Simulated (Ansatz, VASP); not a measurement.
BeTe3 in VASP and in Ansatz

```
Be Te
1.0
     2.76545   -2.76356   -0.00562
     2.76545    2.76356   -0.00562
    -0.03233    0.00000    7.76499
Be Te
1 3
Direct
  0.02405 0.97595 0.00000
  0.52580 0.97449 0.18184
  0.02551 0.47420 0.81816
  0.52463 0.47537 0.50000
```

Alike in both runs: functional PBE; k mesh 10 × 10 × 6; occupations gaussian, width 0.1 eV; no spin polarisation.

Ansatz relaxed the structure, and its values are those at the end. VASP's run is a single point on that final structure, the one shown.

|  | VASP | Ansatz |
| --- | --- | --- |
| version | VASP 6.6.1 | Ansatz 0.2.0 |
| potentials or method | VASP PAW PBE potentials, release 64 (Be, Te), cutoff 520 eV | scalar-relativistic, plane waves, PAW |
| valence electrons in the cell | 20 | 50 |

```tsv
	VASP	Ansatz	Ansatz less VASP
gap on the k mesh at the Fermi level (eV)	none	none	-
pressure (GPa)	0.0	0.0	-0.03
rms of the force components (eV/Å)	0.008	0.004	-0.0047
```

A gap of «none» marks a metal or a gap that the smearing closes. With one functional, cell and mesh, what is left measures potentials, basis and numerics. VASP's potentials hold 20 valence electrons a cell and Ansatz's 50, so a difference there can come from the potentials and not from the codes.

Neither program's run includes spin-orbit coupling.
